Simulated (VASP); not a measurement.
# Mo (Fm-3m) in VASP: settings compared

Mo is run at these levels: BLYP, BLYP+D4; tasks: single point.

Everything below comes from runs of VASP 6.6.1. Logs are shortened: lines on timing, memory, paths and dates and some standing lists are left out, and cuts for length are marked.

## 1. The cell of the first run

Symmetry: Fm-3m, No. 225, cubic system. The conventional cell has a = 3.976 Å, b = 3.976 Å, c = 3.976 Å, α = 90.00°, β = 90.00°, γ = 90.00°. Within 3.7 Å of Mo (site symmetry m-3m) lie 12 Mo at 2.81 Å.

## 2. Single point, BLYP, non-collinear spin, zero start, spin-orbit coupling (volume scaled by 0.96)

INCAR reads:

```
PREC = Accurate
ENCUT = 520
EDIFF = 1E-6
ISMEAR = -1
SIGMA = 0.05
LREAL = F
LASPH = T
NELM = 150
ALGO = Normal
ISIF = 2
LWAVE = F
LCHARG = T
MAGMOM = 0 0 0
LORBIT = 11
LSORBIT = T
GGA_COMPAT = F
LORBMOM = T
LMAXMIX = 4
GGA = B5
ALDAX = 1.0
AGGAX = 1.0
AGGAC = 1.0
ALDAC = 0.0
LVHAR = T
NBANDS = 25
```

KPOINTS reads:

```
regular mesh
0
Gamma
  8 8 8
```

POSCAR reads:

```
Mo
1.0
    0.0000000000      1.9877669319      1.9877669319
    1.9877669319      0.0000000000      1.9877669319
    1.9877669319      1.9877669319      0.0000000000
Mo
1
Direct
    0.0000000000      0.0000000000      0.0000000000
```

Potentials or basis: VASP PAW PBE potentials, release 64 (Mo_sv).

The run is started by

```bash
> cat potpaw_PBE.64/Mo_sv/POTCAR > POTCAR
> mpirun -np 1 vasp_ncl > vasp.out
```

OUTCAR:

```text
PREC = Accurate
   ENCUT = 520
   EDIFF = 1E-6
   ISMEAR = -1
   LREAL = F
   LASPH = T
   NELM = 150
   ISIF = 2
   LORBIT = 11
   LSORBIT = T
   GGA = B5

 ion  position               nearest neighbor table
   1  0.000  0.000  0.000-

  LATTYP: Found a face centered cubic cell.
 ALAT       =     3.9755338638

  Lattice vectors:

 A1 = (   0.0000000000,   1.9877669319,   1.9877669319)
 A2 = (   1.9877669319,   0.0000000000,   1.9877669319)
 A3 = (   1.9877669319,   1.9877669319,   0.0000000000)

Analysis of symmetry for initial positions (statically):
=====================================================================
 Subroutine PRICEL returns:
 Original cell was already a primitive cell.

 Routine SETGRP: Setting up the symmetry group for a
 face centered cubic supercell.

 Subroutine GETGRP returns: Found 48 space group operations
 (whereof 48 operations were pure point group operations)
 out of a pool of 48 trial point group operations.

The static configuration has the point symmetry O_h .

Analysis of symmetry for dynamics (positions and initial velocities):
=====================================================================
 Subroutine PRICEL returns:
 Original cell was already a primitive cell.

 Routine SETGRP: Setting up the symmetry group for a
 face centered cubic supercell.

 Subroutine GETGRP returns: Found 48 space group operations
 (whereof 48 operations were pure point group operations)
 out of a pool of 48 trial point group operations.

The dynamic configuration has the point symmetry O_h .

Analysis of structural, dynamic, and magnetic symmetry:
=====================================================================
 Subroutine PRICEL returns:
 Original cell was already a primitive cell.

 Routine SETGRP: Setting up the symmetry group for a
 face centered cubic supercell.

 Subroutine GETGRP returns: Found 48 space group operations
 (whereof 48 operations were pure point group operations)
 out of a pool of 48 trial point group operations.

The overall configuration has the point symmetry O_h .

 Subroutine INISYM returns: Found 48 space group operations
 (whereof 48 operations are pure point group operations),
 and found     1 'primitive' translations

----------------------------------------------------------------------------------------

                                     Primitive cell

  volume of cell :      15.7082

  direct lattice vectors                    reciprocal lattice vectors
     0.000000000  1.987766932  1.987766932    -0.251538544  0.251538544  0.251538544
     1.987766932  0.000000000  1.987766932     0.251538544 -0.251538544  0.251538544
     1.987766932  1.987766932  0.000000000     0.251538544  0.251538544 -0.251538544

  length of vectors
     2.811126954  2.811126954  2.811126954     0.435677538  0.435677538  0.435677538

  position of ions in fractional coordinates (direct lattice)
     0.000000000  0.000000000  0.000000000

  ion indices of the primitive-cell ions
   primitive index   ion index
                 1           1

----------------------------------------------------------------------------------------

 KPOINTS: regular mesh

Automatic generation of k-mesh.
 Grid dimensions read from file:
 generate k-points for:    8    8    8

 Generating k-lattice:

  Cartesian coordinates                     Fractional coordinates (reciprocal lattice)
    -0.031442318  0.031442318  0.031442318     0.125000000  0.000000000  0.000000000
     0.031442318 -0.031442318  0.031442318     0.000000000  0.125000000  0.000000000
     0.031442318  0.031442318 -0.031442318     0.000000000  0.000000000  0.125000000

  Length of vectors
     0.054459692  0.054459692  0.054459692

  Shift w.r.t. Gamma in fractional coordinates (k-lattice)
     0.000000000  0.000000000  0.000000000

 Subroutine IBZKPT returns following result:
 ===========================================

 Found     29 irreducible k-points:

 Following reciprocal coordinates:
            Coordinates               Weight
  0.000000  0.000000  0.000000      1.000000
  0.125000  0.000000  0.000000      8.000000
  0.250000  0.000000  0.000000      8.000000
  0.375000  0.000000  0.000000      8.000000
  0.500000  0.000000  0.000000      4.000000
[... 41 lines left out ...]
   NSW    =      0    number of steps for IOM
   IBRION =     -1    ionic relax: 0-MD 1-quasi-New 2-CG
   NFREE  =      0    steps in history (QN), initial steepest desc. (CG)
   ISIF   =      2    stress and relaxation
   ISYM   =      2    0-nonsym 1-usesym 2-fastsym
   POTIM  = 0.5000    time-step for ionic-motion
   TEBEG  =    0.0;   TEEND  =   0.0 temperature during run
   PSTRESS=    0.0 pullay stress
   NELECT =      14.0000    total number of electrons
   NUPDOWN=      -1.0000    fix difference up-down
   EMIN   =  10.00;   EMAX   =-10.00  energy-range for DOS
   EFERMI =   0.00;   METHOD = LEGACY
   ISMEAR =    -1;   SIGMA  =   0.05  broadening in eV -4-tet -1-fermi 0-gaus
   EFERMI_NEDOS =   21; number of points for ismear=-14 and -15
   IALGO  =     38    algorithm
   IMIX   =      4    mixing-type and parameters
     AMIX     =   0.40;   BMIX     =  1.00
     AMIX_MAG =   1.60;   BMIX_MAG =  1.00
  volume/ion in A,a.u.               =      15.71       106.00
  Fermi-wavevector in a.u.,A,eV,Ry     =   1.575465  2.977197 33.770877  2.482089
  Thomas-Fermi vector in A             =   2.676445
   LORBIT       =     11    0 simple, 1 ext, 2 COOP (PROOUT), +10 PAW based schemes
   GGA     = B5    functional components
   LHFCALC =     F    Hartree Fock is set to
   AEXX    =    0.0000 exact exchange contribution
   IVDW    =     0    specifies the selected vdW correction
   LEPSILON=     F    determine dielectric tensor
   LRPA    =     F    only Hartree local field effects (RPA)
  energy-cutoff  :      520.00
  volume of cell :       15.71
 maximum number of plane-waves:       888
 NGX is ok and might be reduce to    24
   NGX = 11   NGY = 11   NGZ = 11

 number of electron      14.0000000 magnetization       0.0000000      0.0000000      0.0000000

 number of electron      13.9999999 magnetization      -0.0000000      0.0000000      0.0000000

 number of electron      13.9999999 magnetization       0.0000000     -0.0000000     -0.0000000

 Free energy of the ion-electron system (eV)
  ---------------------------------------------------
  ext. energy  EPLUGINS =         0.00000000
  ---------------------------------------------------
  free energy    TOTEN  =        -9.17260801 eV

  energy without entropy =       -9.16150806  energy(sigma->0) =       -9.16705804

 E-fermi :  12.6293     XC(G=0): -12.6934

 val. band max:       12.6016141334   @ k =  -0.2500   0.1250   0.0000
 cond. band min:      12.7753634235   @ k =  -0.3750   0.1250   0.0000
 fundamental gap:      0.1737492901
 Fermi energy:        12.6293130418

 k-point     1 :       0.0000    0.0000    0.0000
  band No.  band energies     occupation
      1     -47.8544      1.00000
      2     -47.8544      1.00000
      3     -22.9711      1.00000
      4     -22.9711      1.00000
      5     -20.4597      1.00000
      6     -20.4597      1.00000
[... 661 lines left out ...]
     24      28.3640      0.00000
     25      29.8750      0.00000

 [... further k-points ...]

------------------------ aborting loop because EDIFF is reached ----------------------------------------

  FORCE on cell =-STRESS in cart. coord.  units (eV):
  Direction    XX          YY          ZZ          XY          YZ          ZX
  --------------------------------------------------------------------------------------
  -------------------------------------------------------------------------------------
  Total        1.4609434      1.4609434      1.4609434      0.0000000      0.0000000      0.0000000
  in kB      149.0107519    149.0107519    149.0107519      0.0000000      0.0000000      0.0000000
  external PRESSURE =     149.0107519 kB  Pullay stress =       0.0000000 kB

 VOLUME and BASIS-vectors are now :
 -----------------------------------------------------------------------------
  energy-cutoff  :      520.00
  volume of cell :       15.71
      direct lattice vectors                 reciprocal lattice vectors
     0.000000000  1.987766932  1.987766932    -0.251538544  0.251538544  0.251538544
     1.987766932  0.000000000  1.987766932     0.251538544 -0.251538544  0.251538544
     1.987766932  1.987766932  0.000000000     0.251538544  0.251538544 -0.251538544

 POSITION                                       TOTAL-FORCE (eV/Angst)
 -----------------------------------------------------------------------------------
      0.00000      0.00000      0.00000         0.000000      0.000000      0.000000
 -----------------------------------------------------------------------------------
    total drift:                               -0.000000      0.000000      0.000000

  FREE ENERGIE OF THE ION-ELECTRON SYSTEM (eV)
  ---------------------------------------------------
  free  energy   TOTEN  =        -9.1726080090 eV

  energy  without entropy=       -9.1615080622  energy(sigma->0) =       -9.16705804

 orbital moment (x)

 # of ion     p       d       tot
 ----------------------------------------
  1         0.000  -0.000  -0.000
 ----------------------------------------
            0.000  -0.000  -0.000

 orbital moment (y)

 # of ion     p       d       tot
 ----------------------------------------
  1         0.000   0.000   0.000
 ----------------------------------------
            0.000   0.000   0.000

 orbital moment (z)

 # of ion     p       d       tot
 ----------------------------------------
  1         0.000   0.000   0.000
 ----------------------------------------
            0.000   0.000   0.000

 Spin-Orbit-Coupling matrix elements

 Ion:    1  E_soc:     -0.2133503
 l=   1
     0.0000000    -0.0304835    -0.0304835
    -0.0304835     0.0000000    -0.0304835
    -0.0304835    -0.0304835     0.0000000
 l=   2
     0.0000000    -0.0011063     0.0000000    -0.0011063    -0.0039686
    -0.0011063     0.0000000    -0.0029764    -0.0011063    -0.0009921
     0.0000000    -0.0029764     0.0000000    -0.0029764     0.0000000
    -0.0011063    -0.0011063    -0.0029764     0.0000000    -0.0009921
    -0.0039686    -0.0009921     0.0000000    -0.0009921     0.0000000
 l=   3
     0.0000000     0.0000000     0.0000000     0.0000000     0.0000000     0.0000000     0.0000000
     0.0000000     0.0000000     0.0000000     0.0000000     0.0000000     0.0000000     0.0000000
     0.0000000     0.0000000     0.0000000     0.0000000     0.0000000     0.0000000     0.0000000
     0.0000000     0.0000000     0.0000000     0.0000000     0.0000000     0.0000000     0.0000000
     0.0000000     0.0000000     0.0000000     0.0000000     0.0000000     0.0000000     0.0000000
     0.0000000     0.0000000     0.0000000     0.0000000     0.0000000     0.0000000     0.0000000
     0.0000000     0.0000000     0.0000000     0.0000000     0.0000000     0.0000000     0.0000000

 total charge

# of ion       s       p       d       tot
------------------------------------------
    1        2.393   6.167   4.037  12.597

 magnetization (x)

# of ion       s       p       d       tot
------------------------------------------
    1        0.000   0.000   0.000   0.000

 magnetization (y)

# of ion       s       p       d       tot
------------------------------------------
    1        0.000   0.000   0.000   0.000

 magnetization (z)

# of ion       s       p       d       tot
------------------------------------------
    1        0.000  -0.000  -0.000  -0.000
```

Run time: 29 s. Hardware: 1 thread of Intel Xeon Platinum 8259CL at 2.50GHz (Skylake/Cascade Lake), shared host; peak memory 0.2 GiB.

Results:

```yaml
Free_energy: -9.1726 eV
Pressure: 14.9 GPa
Net_moment: 0.00 μB per cell
Valence_electrons_inside_the_program's_atomic_spheres: Mo 12.60
```

Moments on the atoms (μB; x, y, z):
```
Mo  0.00 0.00 0.00
```

Caveat: the PAW data sets were made with another functional, which shifts forces and pressure a little.

## 3. Single point, BLYP+D4, non-collinear spin, zero start, spin-orbit coupling (volume scaled by 0.98)

INCAR reads:

```
AGGAC = 1.0
AGGAX = 1.0
ALDAC = 0.0
ALDAX = 1.0
ALGO = Normal
EDIFF = 1E-7
ENCUT = 520
GGA = B5
GGA_COMPAT = False
ISIF = 2
ISMEAR = 0
IVDW = 13
LASPH = True
LCHARG = False
LMAXMIX = 4
LORBIT = 11
LORBMOM = True
LREAL = False
LSORBIT = True
LWAVE = False
MAGMOM = 0 0 0
NBANDS = 25
NELM = 150
PREC = Accurate
SIGMA = 0.15
VDW_A1 = 0.44488865
VDW_A2 = 4.0933009
VDW_S6 = 1.0
VDW_S8 = 2.34076671
```

KPOINTS reads:

```
k-points
0
Gamma
  8 8 8
```

POSCAR reads:

```
Mo
1.0
    0.0000000000      2.0014761026      2.0014761026
    2.0014761026      0.0000000000      2.0014761026
    2.0014761026      2.0014761026      0.0000000000
Mo
1
Direct
    0.0000000000      0.0000000000      0.0000000000
```

Potentials or basis: VASP PAW PBE potentials, release 64 (Mo_sv).

The run is started by

```bash
> cat potpaw_PBE.64/Mo_sv/POTCAR > POTCAR
> mpirun -np 1 vasp_ncl > vasp.out
```

OUTCAR:

```text
EDIFF = 1E-7
   ENCUT = 520
   GGA = B5
   ISIF = 2
   ISMEAR = 0
   IVDW = 13
   LASPH = True
   LORBIT = 11
   LREAL = False
   LSORBIT = True
   NELM = 150
   PREC = Accurate

 ion  position               nearest neighbor table
   1  0.000  0.000  0.000-

  LATTYP: Found a face centered cubic cell.
 ALAT       =     4.0029522052

  Lattice vectors:

 A1 = (   0.0000000000,   2.0014761026,   2.0014761026)
 A2 = (   2.0014761026,   0.0000000000,   2.0014761026)
 A3 = (   2.0014761026,   2.0014761026,   0.0000000000)

Analysis of symmetry for initial positions (statically):
=====================================================================
 Subroutine PRICEL returns:
 Original cell was already a primitive cell.

 Routine SETGRP: Setting up the symmetry group for a
 face centered cubic supercell.

 Subroutine GETGRP returns: Found 48 space group operations
 (whereof 48 operations were pure point group operations)
 out of a pool of 48 trial point group operations.

The static configuration has the point symmetry O_h .

Analysis of symmetry for dynamics (positions and initial velocities):
=====================================================================
 Subroutine PRICEL returns:
 Original cell was already a primitive cell.

[... 883 lines left out ...]
  free  energy   TOTEN  =       -10.3357272103 eV

  energy  without entropy=      -10.3198278523  energy(sigma->0) =      -10.32777753

 orbital moment (x)

 # of ion     p       d       tot
 ----------------------------------------
  1         0.000  -0.000  -0.000
 ----------------------------------------
            0.000  -0.000  -0.000

 orbital moment (y)

 # of ion     p       d       tot
 ----------------------------------------
  1         0.000  -0.000  -0.000
 ----------------------------------------
            0.000  -0.000  -0.000

 orbital moment (z)

 # of ion     p       d       tot
 ----------------------------------------
  1         0.000   0.000   0.000
 ----------------------------------------
            0.000   0.000   0.000

 Spin-Orbit-Coupling matrix elements

 Ion:    1  E_soc:     -0.2140280
 l=   1
     0.0000000    -0.0304424    -0.0304424
    -0.0304424     0.0000000    -0.0304424
    -0.0304424    -0.0304424     0.0000000
 l=   2
     0.0000000    -0.0011491     0.0000000    -0.0011491    -0.0040799
    -0.0011491     0.0000000    -0.0030599    -0.0011491    -0.0010200
     0.0000000    -0.0030599     0.0000000    -0.0030599     0.0000000
    -0.0011491    -0.0011491    -0.0030599     0.0000000    -0.0010200
    -0.0040799    -0.0010200     0.0000000    -0.0010200     0.0000000
 l=   3
     0.0000000     0.0000000     0.0000000     0.0000000     0.0000000     0.0000000     0.0000000
     0.0000000     0.0000000     0.0000000     0.0000000     0.0000000     0.0000000     0.0000000
     0.0000000     0.0000000     0.0000000     0.0000000     0.0000000     0.0000000     0.0000000
     0.0000000     0.0000000     0.0000000     0.0000000     0.0000000     0.0000000     0.0000000
     0.0000000     0.0000000     0.0000000     0.0000000     0.0000000     0.0000000     0.0000000
     0.0000000     0.0000000     0.0000000     0.0000000     0.0000000     0.0000000     0.0000000
     0.0000000     0.0000000     0.0000000     0.0000000     0.0000000     0.0000000     0.0000000

 total charge

# of ion       s       p       d       tot
------------------------------------------
    1        2.386   6.162   4.002  12.550

 magnetization (x)

# of ion       s       p       d       tot
------------------------------------------
    1        0.000   0.000   0.000   0.000

 magnetization (y)

# of ion       s       p       d       tot
------------------------------------------
    1        0.000   0.000   0.000   0.000

 magnetization (z)

# of ion       s       p       d       tot
------------------------------------------
    1        0.000   0.000   0.000   0.000
```

Run time: 28 s. Hardware: 1 thread of Intel Xeon Platinum 8259CL at 2.50GHz (Skylake/Cascade Lake), shared host; peak memory 0.2 GiB.

What came out:

- Free energy: -10.3357 eV
- Pressure: -1.7 GPa
- Net moment: 0.00 μB per cell
- Valence electrons inside the program's atomic spheres: Mo 12.55
- Dispersion energy per atom: -1.136 eV

Moments on the atoms (μB; x, y, z):
```
Mo  0.00 0.00 0.00
```

Caveat: the PAW data sets were made with another functional, which shifts forces and pressure a little.

(Continued in part 2 of 2.)
